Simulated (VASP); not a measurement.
Wanted: the native input for a VASP 6.6.1 run.

```yaml
Task: relaxation of cell and atoms
Functional: PBE
Potentials_or_basis: VASP PAW PBE potentials, release 64 (Al, Ga_d, Ir)
Cutoff: 600 eV
k_mesh: 4 × 4 × 4
Occupations: gaussian, width 0.1 eV
Spin: no spin polarisation
Dipole_correction: no
Further_INCAR_settings: ALGO = Normal; EDIFF = 1e-06; IBRION = 2; EDIFFG = -0.04; NSW = 90; ISIF = 3
```

The structure of Al3GaIr lies in POSCAR:

```
Al3GaIr
1.0
    4.5131013600      0.0000000000      0.0000000000
    0.0000000000      4.5131013600      0.0000000000
    0.0000000000      0.0000000000      4.7988130900
Al Ga Ir
3 1 1
Direct
    0.5000000000      0.5000000000      0.5000000000
    0.5000000000      0.0000000000      0.0000000000
    0.0000000000      0.5000000000      0.0000000000
    0.0000000000      0.0000000000      0.5000000000
    0.0000000000      0.0000000000      0.0000000000
```

The cell was built from a structure type or drawn by symmetry, and may not be a known phase.

These files were run (other wordings do the same):

INCAR

```
SYSTEM = Al3GaIr
  PREC = Accurate
  ENCUT = 600
  EDIFF = 1E-6
  ISMEAR = 0
  SIGMA = 0.1
  LREAL = .False.
  LASPH = .True.
  NELM = 80
  ALGO = Normal
  ISIF = 3
  LWAVE = .False.
  LCHARG = .False.
  GGA = PE
  IBRION = 2
  NSW = 90
  EDIFFG = -0.04
```

KPOINTS

```
regular mesh
0
Gamma
  4 4 4
  0 0 0
```

Potentials or basis: VASP PAW PBE potentials, release 64 (Al, Ga_d, Ir).

The run is started by

```console
$ cat potpaw_PBE.64/Al/POTCAR potpaw_PBE.64/Ga_d/POTCAR potpaw_PBE.64/Ir/POTCAR > POTCAR
$ mpirun -np 1 vasp_std > vasp.out
```

It gave:

```
Relaxed volume                        : 21.88 Å³/atom
Relaxed cell                          : a = 4.777 Å, b = 4.777 Å, c = 4.793 Å, α = 90.00°, β = 90.00°, γ = 90.00°
Space group after relaxing (to 0.1 Å) : P4/mmm (No. 123)
Energy gained by relaxing             : 97.4 meV/atom
Ionic steps                           : 4
Pressure after relaxing               : 0.0 GPa
Band gap on the k mesh                : zero (an odd number of electrons rules out a gap without spin polarisation)
```

Caveat: spin-orbit coupling is left out, which moves the levels of the heavy elements.

It took 65 s on 1 thread of Intel(R) Xeon(R) 6975P-C (Granite Rapids), on a shared host, peak memory 0.25 GiB.
